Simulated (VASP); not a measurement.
# CdSe (rocksalt type) (Fm-3m) in VASP: further runs

The runs below take CdSe (rocksalt type) through single point, relaxation of cell and atoms, with PBE.

Everything below comes from runs of VASP 6.6.1. Logs are shortened: lines on timing, memory, paths and dates and some standing lists are left out, and cuts for length are marked.

## (1) The cell of the first run

The structure is cubic, space group Fm-3m (No. 225). Conventional cell: a = 5.600 Å, b = 5.600 Å, c = 5.600 Å, α = 90.00°, β = 90.00°, γ = 90.00°. Within 3.7 Å of Cd (site symmetry m-3m) lie 6 Se at 2.80 Å. Se (site symmetry m-3m) has 6 Cd at 2.80 Å within 3.7 Å.

## (2) Single point, PBE

File INCAR:

```
PREC = Accurate ; ENCUT = 520
EDIFF = 1E-7 ; ISMEAR = -1
SIGMA = 0.05 ; LREAL = False
LASPH = True ; NELM = 60
ALGO = Normal ; ISIF = 2
LWAVE = False ; LCHARG = False
GGA = PE ; NBANDS = 16
```

File KPOINTS:

```
regular mesh
0
Gamma
  13 13 13
```

File POSCAR:

```
CdSe
1.0
    0.0000000000      2.8000811730      2.8000811730
    2.8000811730      0.0000000000      2.8000811730
    2.8000811730      2.8000811730      0.0000000000
Cd Se
1 1
Direct
    0.0000000000      0.0000000000      0.0000000000
    0.5000000000      0.5000000000      0.5000000000
```

Potentials or basis: VASP PAW PBE potentials, release 64 (Cd, Se).

On the command line:

```bash
> cat potpaw_PBE.64/Cd/POTCAR potpaw_PBE.64/Se/POTCAR > POTCAR
> mpirun -np 1 vasp_std > vasp.out
```

OUTCAR:

```text
PREC = Accurate
   ENCUT = 520
   EDIFF = 1E-7
   ISMEAR = -1
   LREAL = False
   LASPH = True
   NELM = 60
   ISIF = 2
   GGA = PE

 ion  position               nearest neighbor table
   1  0.000  0.000  0.000-   2 2.80   2 2.80   2 2.80   2 2.80   2 2.80   2 2.80
   2  0.500  0.500  0.500-   1 2.80   1 2.80   1 2.80   1 2.80   1 2.80   1 2.80

  LATTYP: Found a face centered cubic cell.
 ALAT       =     5.6001623460

  Lattice vectors:

 A1 = (   0.0000000000,   2.8000811730,   2.8000811730)
 A2 = (   2.8000811730,   0.0000000000,   2.8000811730)
 A3 = (   2.8000811730,   2.8000811730,   0.0000000000)

Analysis of symmetry for initial positions (statically):
=====================================================================
 Subroutine PRICEL returns:
 Original cell was already a primitive cell.

 Routine SETGRP: Setting up the symmetry group for a
 face centered cubic supercell.

 Subroutine GETGRP returns: Found 48 space group operations
 (whereof 48 operations were pure point group operations)
 out of a pool of 48 trial point group operations.

The static configuration has the point symmetry O_h .

Analysis of symmetry for dynamics (positions and initial velocities):
=====================================================================
 Subroutine PRICEL returns:
 Original cell was already a primitive cell.

 Routine SETGRP: Setting up the symmetry group for a
 face centered cubic supercell.

 Subroutine GETGRP returns: Found 48 space group operations
 (whereof 48 operations were pure point group operations)
 out of a pool of 48 trial point group operations.

The dynamic configuration has the point symmetry O_h .

 Subroutine INISYM returns: Found 48 space group operations
 (whereof 48 operations are pure point group operations),
 and found     1 'primitive' translations

----------------------------------------------------------------------------------------

                                     Primitive cell

  volume of cell :      43.9078

  direct lattice vectors                    reciprocal lattice vectors
     0.000000000  2.800081173  2.800081173    -0.178566252  0.178566252  0.178566252
     2.800081173  0.000000000  2.800081173     0.178566252 -0.178566252  0.178566252
     2.800081173  2.800081173  0.000000000     0.178566252  0.178566252 -0.178566252

  length of vectors
     3.959912771  3.959912771  3.959912771     0.309285821  0.309285821  0.309285821

  position of ions in fractional coordinates (direct lattice)
     0.000000000  0.000000000  0.000000000
     0.500000000  0.500000000  0.500000000

  ion indices of the primitive-cell ions
   primitive index   ion index
                 1           1
                 2           2

----------------------------------------------------------------------------------------

 KPOINTS: regular mesh

Automatic generation of k-mesh.
 Grid dimensions read from file:
 generate k-points for:   13   13   13

 Generating k-lattice:

  Cartesian coordinates                     Fractional coordinates (reciprocal lattice)
    -0.013735866  0.013735866  0.013735866     0.076923077  0.000000000  0.000000000
     0.013735866 -0.013735866  0.013735866     0.000000000  0.076923077  0.000000000
     0.013735866  0.013735866 -0.013735866     0.000000000  0.000000000  0.076923077

  Length of vectors
     0.023791217  0.023791217  0.023791217

  Shift w.r.t. Gamma in fractional coordinates (k-lattice)
     0.000000000  0.000000000  0.000000000

 Subroutine IBZKPT returns following result:
 ===========================================

 Found     84 irreducible k-points:

 Following reciprocal coordinates:
            Coordinates               Weight
  0.000000  0.000000  0.000000      1.000000
  0.076923  0.000000  0.000000      8.000000
  0.153846  0.000000  0.000000      8.000000
  0.230769  0.000000  0.000000      8.000000
  0.307692  0.000000  0.000000      8.000000
  0.384615  0.000000  0.000000      8.000000
[... 16 lines left out ...]
  0.384615  0.153846  0.000000     24.000000
  0.461538  0.153846  0.000000     24.000000
 [... further k-points ...]
   k-points           NKPTS =     84   k-points in BZ     NKDIM =     84   number of bands    NBANDS=     16
   number of dos      NEDOS =    301   number of ions     NIONS =      2
   total plane-waves  NPLWV =  27000
   dimension x,y,z NGX =    30 NGY =   30 NGZ =   30
   dimension x,y,z NGXF=    60 NGYF=   60 NGZF=   60
   ions per type =               1   1
   NGX,Y,Z   is equivalent  to a cutoff of  12.59, 12.59, 12.59 a.u.
   NGXF,Y,Z  is equivalent  to a cutoff of  25.19, 25.19, 25.19 a.u.
 SYSTEM =  unknown system
   PREC   = accura    normal or accurate (medium, high low for compatibility)
   ISTART =      0    job   : 0-new  1-cont  2-samecut
   ICHARG =      2    charge: 1-file 2-atom 10-const
   ISPIN  =      1    spin polarized calculation?
   LNONCOLLINEAR =      F non collinear calculations
   LSORBIT =      F    spin-orbit coupling
   LASPH  =      T    aspherical Exc in radial PAW
   ENCUT  =  520.0 eV  38.22 Ry    6.18 a.u.   7.36  7.36  7.36*2*pi/ulx,y,z
   NELM   =     60;   NELMIN=  2; NELMDL= -5     # of ELM steps
   EDIFF  = 0.1E-06   stopping-criterion for ELM
   LREAL  =      F    real-space projection
   EDIFFG = 0.1E-05   stopping-criterion for IOM
   NSW    =      0    number of steps for IOM
   IBRION =     -1    ionic relax: 0-MD 1-quasi-New 2-CG
   NFREE  =      0    steps in history (QN), initial steepest desc. (CG)
   ISIF   =      2    stress and relaxation
   ISYM   =      2    0-nonsym 1-usesym 2-fastsym
   POTIM  = 0.5000    time-step for ionic-motion
   TEBEG  =    0.0;   TEEND  =   0.0 temperature during run
   PSTRESS=    0.0 pullay stress
   NELECT =      18.0000    total number of electrons
   NUPDOWN=      -1.0000    fix difference up-down
   EMIN   =  10.00;   EMAX   =-10.00  energy-range for DOS
   EFERMI =   0.00;   METHOD = LEGACY
   ISMEAR =    -1;   SIGMA  =   0.05  broadening in eV -4-tet -1-fermi 0-gaus
   EFERMI_NEDOS =   21; number of points for ismear=-14 and -15
   IALGO  =     38    algorithm
   IMIX   =      4    mixing-type and parameters
     AMIX     =   0.40;   BMIX     =  1.00
     AMIX_MAG =   1.60;   BMIX_MAG =  1.00
  volume/ion in A,a.u.               =      21.95       148.15
[... 31 lines left out ...]
 Fermi energy:         3.0377105851

 k-point     1 :       0.0000    0.0000    0.0000
  band No.  band energies     occupation
      1     -10.4073      2.00000
      2      -5.1024      2.00000
      3      -5.1024      2.00000
      4      -5.0838      2.00000
      5      -5.0838      2.00000
      6      -5.0838      2.00000
[... 8 lines left out ...]
     15      13.1632      0.00000
     16      13.1632      0.00000

 k-point     2 :       0.0769    0.0000    0.0000
  band No.  band energies     occupation
      1     -10.3575      2.00000
      2      -5.1178      2.00000
      3      -5.1178      2.00000
      4      -5.0886      2.00000
      5      -5.0756      2.00000
      6      -5.0756      2.00000
[... 8 lines left out ...]
     15      12.6823      0.00000
     16      13.0113      0.00000

 k-point     3 :       0.1538    0.0000    0.0000
  band No.  band energies     occupation
      1     -10.2136      2.00000
      2      -5.1636      2.00000
      3      -5.1636      2.00000
      4      -5.1044      2.00000
      5      -5.0490      2.00000
      6      -5.0490      2.00000
[... 8 lines left out ...]
     15      12.6407      0.00000
     16      12.7483      0.00000

 k-point     4 :       0.2308    0.0000    0.0000
  band No.  band energies     occupation
      1      -9.9937      2.00000
      2      -5.2275      2.00000
      3      -5.2275      2.00000
      4      -5.1352      2.00000
      5      -5.0104      2.00000
      6      -5.0104      2.00000
[... 8 lines left out ...]
     15      13.1673      0.00000
     16      13.1673      0.00000

 k-point     5 :       0.3077    0.0000    0.0000
  band No.  band energies     occupation
      1      -9.7328      2.00000
      2      -5.2938      2.00000
      3      -5.2938      2.00000
      4      -5.1854      2.00000
      5      -4.9689      2.00000
      6      -4.9689      2.00000
[... 8 lines left out ...]
     15      13.9680      0.00000
     16      13.9680      0.00000

 k-point     6 :       0.3846    0.0000    0.0000
  band No.  band energies     occupation
      1      -9.4877      2.00000
      2      -5.3475      2.00000
      3      -5.3475      2.00000
      4      -5.2504      2.00000
      5      -4.9340      2.00000
      6      -4.9340      2.00000
[... 8 lines left out ...]
     15      14.9469      0.00000
     16      14.9469      0.00000

 k-point     7 :       0.4615    0.0000    0.0000
  band No.  band energies     occupation
      1      -9.3339      2.00000
      2      -5.3773      2.00000
      3      -5.3773      2.00000
      4      -5.3021      2.00000
      5      -4.9141      2.00000
      6      -4.9141      2.00000
[... 8 lines left out ...]
     15      15.8804      0.00000
     16      15.8804      0.00000

 k-point     8 :       0.0769    0.0769    0.0000
  band No.  band energies     occupation
      1     -10.3417      2.00000
      2      -5.1413      2.00000
      3      -5.0970      2.00000
      4      -5.0916      2.00000
      5      -5.0747      2.00000
      6      -5.0747      2.00000
[... 8 lines left out ...]
     15      13.7133      0.00000
     16      13.7133      0.00000

 k-point     9 :       0.1538    0.0769    0.0000
  band No.  band energies     occupation
      1     -10.2318      2.00000
      2      -5.1869      2.00000
      3      -5.1171      2.00000
      4      -5.1022      2.00000
      5      -5.0591      2.00000
      6      -5.0484      2.00000
[... 8 lines left out ...]
     15      13.6414      0.00000
     16      13.6627      0.00000
[... 172 lines left out ...]
 k-point    19 :      -0.0769    0.0769    0.0000
  band No.  band energies     occupation
      1     -10.2771      2.00000
      2      -5.1569      2.00000
      3      -5.1293      2.00000
      4      -5.0958      2.00000
      5      -5.0685      2.00000
      6      -5.0532      2.00000
[... 8 lines left out ...]
     15      13.1204      0.00000
     16      13.4506      0.00000

 k-point    20 :       0.1538    0.1538    0.0000
  band No.  band energies     occupation
      1     -10.1628      2.00000
      2      -5.2229      2.00000
      3      -5.1130      2.00000
      4      -5.0820      2.00000
      5      -5.0470      2.00000
      6      -5.0470      2.00000
[... 8 lines left out ...]
     15      14.8964      0.00000
     16      14.8964      0.00000

 k-point    21 :       0.2308    0.1538    0.0000
  band No.  band energies     occupation
      1     -10.0164      2.00000
      2      -5.2574      2.00000
      3      -5.1270      2.00000
      4      -5.1047      2.00000
      5      -5.0241      2.00000
      6      -5.0072      2.00000
[... 8 lines left out ...]
     15      14.8191      0.00000
     16      14.9671      0.00000

 k-point    22 :       0.3077    0.1538    0.0000
  band No.  band energies     occupation
      1      -9.8155      2.00000
      2      -5.2789      2.00000
      3      -5.1573      2.00000
      4      -5.1439      2.00000
      5      -4.9933      2.00000
      6      -4.9602      2.00000
[... 8 lines left out ...]
     15      14.9283      0.00000
     16      15.1691      0.00000

 k-point    23 :       0.3846    0.1538    0.0000
  band No.  band energies     occupation
      1      -9.5983      2.00000
      2      -5.2775      2.00000
      3      -5.2208      2.00000
      4      -5.1692      2.00000
      5      -4.9569      2.00000
      6      -4.9232      2.00000
[... 8 lines left out ...]
     15      15.3291      0.00000
     16      15.9046      0.00000

 k-point    24 :       0.4615    0.1538    0.0000
  band No.  band energies     occupation
      1      -9.4172      2.00000
      2      -5.2812      2.00000
      3      -5.2514      2.00000
      4      -5.2077      2.00000
      5      -4.9209      2.00000
      6      -4.9039      2.00000
[... 8 lines left out ...]
     15      16.1194      0.00000
     16      16.4762      0.00000

 [... further k-points ...]
[... 5 lines left out ...]
  --------------------------------------------------------------------------------------
  -------------------------------------------------------------------------------------
  Total        1.5510003      1.5510003      1.5510003      0.0000000     -0.0000000      0.0000000
  in kB       56.5953296     56.5953296     56.5953296      0.0000000     -0.0000000      0.0000000
  external PRESSURE =      56.5953296 kB  Pullay stress =       0.0000000 kB

 VOLUME and BASIS-vectors are now :
 -----------------------------------------------------------------------------
  energy-cutoff  :      520.00
  volume of cell :       43.91
      direct lattice vectors                 reciprocal lattice vectors
     0.000000000  2.800081173  2.800081173    -0.178566252  0.178566252  0.178566252
     2.800081173  0.000000000  2.800081173     0.178566252 -0.178566252  0.178566252
     2.800081173  2.800081173  0.000000000     0.178566252  0.178566252 -0.178566252

 POSITION                                       TOTAL-FORCE (eV/Angst)
 -----------------------------------------------------------------------------------
      0.00000      0.00000      0.00000         0.000000      0.000000     -0.000000
      2.80008      2.80008      2.80008         0.000000     -0.000000      0.000000
 -----------------------------------------------------------------------------------
    total drift:                               -0.000000      0.000000      0.000000

  FREE ENERGIE OF THE ION-ELECTRON SYSTEM (eV)
  ---------------------------------------------------
  free  energy   TOTEN  =        -5.1473516890 eV

  energy  without entropy=       -5.1441473268  energy(sigma->0) =       -5.14574951
```

It took 26 s on 1 thread of Intel Xeon 6975P-C (Granite Rapids), shared host; peak memory 0.21 GiB.

What came out:

```yaml
Free_energy: -5.1474 eV
Pressure: 5.7 GPa
Band_gap_on_the_k_mesh: zero (band 9 reaches 2.98 eV, above the bottom of band 10 at 2.59 eV)
```

Levels at points of the mesh, in eV from the Fermi level:
```tsv
k point	band 7	band 8	band 9	band 10	band 11	band 12
(0.00, 0.00, 0.00)	-0.79	-0.79	-0.79	0.35	8.65	8.65
```

## (3) Relaxation of cell and atoms, PBE, target pressure 5.2 GPa, at which the enthalpy is minimised

File INCAR:

```
  PREC = Accurate
  ENCUT = 600
  EDIFF = 1E-7
  ISMEAR = -1
  SIGMA = 0.05
  LREAL = F
  LASPH = T
  NELM = 100
  ALGO = Normal
  ISIF = 3
  LWAVE = F
  LCHARG = F
  GGA = PE
  IBRION = 2
  NSW = 60
  EDIFFG = -0.005
  PSTRESS = 52.0
```

KPOINTS is that of step 2.

File POSCAR:

```
CdSe
1.0
    0.0000000000      2.8005735765      2.8005735765
    2.8005735765      0.0000000000      2.8005735765
    2.8005735765      2.8005735765      0.0000000000
Cd Se
1 1
Direct
    0.0000000000      0.0000000000      0.0000000000
    0.5000000000      0.5000000000      0.5000000000
```

Potentials or basis: VASP PAW PBE potentials, release 64 (Cd, Se).

On the command line:

```bash
> cat potpaw_PBE.64/Cd/POTCAR potpaw_PBE.64/Se/POTCAR > POTCAR
> mpirun -np 1 vasp_std > vasp.out
```

Wall time 70 s (1 thread of AMD EPYC 9R45 (Zen 5), shared host); peak memory 0.2 GiB.

It converged, with:

```
Free energy                                            : -5.1541 eV
Relaxed volume                                         : 22.06 Å³/atom
Relaxed cell                                           : a = 3.966 Å, b = 3.966 Å, c = 3.966 Å, α = 60.00°, β = 60.00°, γ = 60.00°
Space group after relaxing (to 0.05 Å)                 : Fm-3m (No. 225)
Energy change on relaxing (the enthalpy is what falls) : -3.1 meV/atom
Ionic steps                                            : 3
Pressure after relaxing                                : 5.2 GPa
Band gap on the k mesh                                 : zero (band 9 reaches 2.94 eV, above the bottom of band 10 at 2.55 eV)
```

Step by step:
```
step  energy change (eV)  largest force (eV/Å)  pressure (GPa)  volume (Å³)
   1              0.0000                0.0000            5.56        43.93
   2             -0.0103                0.0000            4.96        44.25
   3             -0.0062                0.0000            5.21        44.11
```

Final structure:
```xyz
2
Lattice="0.0000 2.8045 2.8045 2.8045 0.0000 2.8045 2.8045 2.8045 0.0000" Properties=species:S:1:pos:R:3 pbc="T T T"
Cd    0.0000    0.0000    0.0000
Se    2.8045    2.8045    2.8045
```

Levels at points of the mesh, in eV from the Fermi level:
| k point | band 6 | band 7 | band 8 | band 9 | band 10 | band 11 | band 12 | band 13 |
| --- | --- | --- | --- | --- | --- | --- | --- | --- |
| (0.00, 0.00, 0.00) | -8.11 | -0.78 | -0.78 | -0.78 | 0.33 | 8.65 | 8.65 | 8.65 |

Caveat: the cell is relaxed towards a set pressure, so the enthalpy falls and the energy may rise.

## (4) Relaxation of cell and atoms, PBE, target pressure 5.2 GPa, at which the enthalpy is minimised

File INCAR:

```
ALGO = Normal
EDIFF = 1E-7
EDIFFG = -0.005
ENCUT = 600
GGA = PE
IBRION = 2
ISIF = 3
ISMEAR = -1
LASPH = True
LCHARG = False
LREAL = False
LWAVE = False
NELM = 100
NSW = 32
PREC = Accurate
PSTRESS = 52.0
SIGMA = 0.05
```

File KPOINTS:

```
k-points
0
Gamma
  13 13 13
```

File POSCAR:

```
CdSe
1.0
    0.0000000000      2.8000811730      2.8000811730
    2.8000811730      0.0000000000      2.8000811730
    2.8000811730      2.8000811730      0.0000000000
Cd Se
1 1
Direct
    0.0000000000      0.0000000000      0.0000000000
    0.5000000000      0.5000000000      0.5000000000
```

On the command line:

```bash
> cat potpaw_PBE.64/Cd/POTCAR potpaw_PBE.64/Se/POTCAR > POTCAR
> mpirun -np 1 vasp_std > vasp.out
```

Wall time 70 s (1 thread of AMD EPYC 9R45 (Zen 5), shared host); peak memory 0.2 GiB.

It converged, with:

| Property | Result |
| --- | --- |
| Free energy | -5.1541 eV |
| Relaxed volume | 22.06 Å³/atom |
| Relaxed cell | a = 3.966 Å, b = 3.966 Å, c = 3.966 Å, α = 60.00°, β = 60.00°, γ = 60.00° |
| Space group after relaxing (to 0.05 Å) | Fm-3m (No. 225) |
| Energy change on relaxing (the enthalpy is what falls) | -3.5 meV/atom |
| Ionic steps | 3 |
| Pressure after relaxing | 5.2 GPa |
| Band gap on the k mesh | zero (band 9 reaches 2.94 eV, above the bottom of band 10 at 2.55 eV) |

The path:
| step | energy change (eV) | largest force (eV/Å) | pressure (GPa) | volume (Å³) |
| --- | --- | --- | --- | --- |
| 1 | 0.0000 | 0.0000 | 5.61 | 43.91 |
| 2 | -0.0116 | 0.0000 | 4.92 | 44.26 |
| 3 | -0.0070 | 0.0000 | 5.21 | 44.11 |

Final structure:
```
Cd Se
1.0
     0.00000    2.80447    2.80447
     2.80447    0.00000    2.80447
     2.80447    2.80447    0.00000
Cd Se
1 1
Cartesian
  0.0000 0.0000 0.0000
  2.8045 2.8045 2.8045
```

Levels at points of the mesh, in eV from the Fermi level:
```
           k point  band 5  band 6  band 7  band 8  band 9  band 10  band 11  band 12  band 13
(0.00, 0.00, 0.00)   -8.11   -8.11   -0.78   -0.78   -0.78     0.33     8.65     8.65     8.65
```

Caveat: the cell is relaxed towards a set pressure, so the enthalpy falls and the energy may rise.

## (5) Overview

| task | cell | cutoff (eV) | gap on the mesh (eV) | pressure (GPa) |
| --- | --- | --- | --- | --- |
| single point | a = 3.960 Å, angles 60.0°, 2 atoms | 520 | none | 5.7 |
| relaxation of cell and atoms | relaxed to 5.2 GPa from a = 3.961 Å, angles 60.0°, 2 atoms | 600 | none | 5.2 |
| relaxation of cell and atoms | relaxed to 5.2 GPa from a = 3.960 Å, angles 60.0°, 2 atoms | 600 | none | 5.2 |

Alike in all rows: level PBE; potentials or basis VASP PAW PBE potentials, release 64 (Cd, Se); no spin polarisation; k mesh 13 × 13 × 13; smearing fermi-dirac 0.05 eV.

Caveats: the cell is relaxed towards a set pressure, so the enthalpy falls and the energy may rise (some runs).

Total energies depend on the potentials used, so only differences within one code and one set of settings carry meaning.
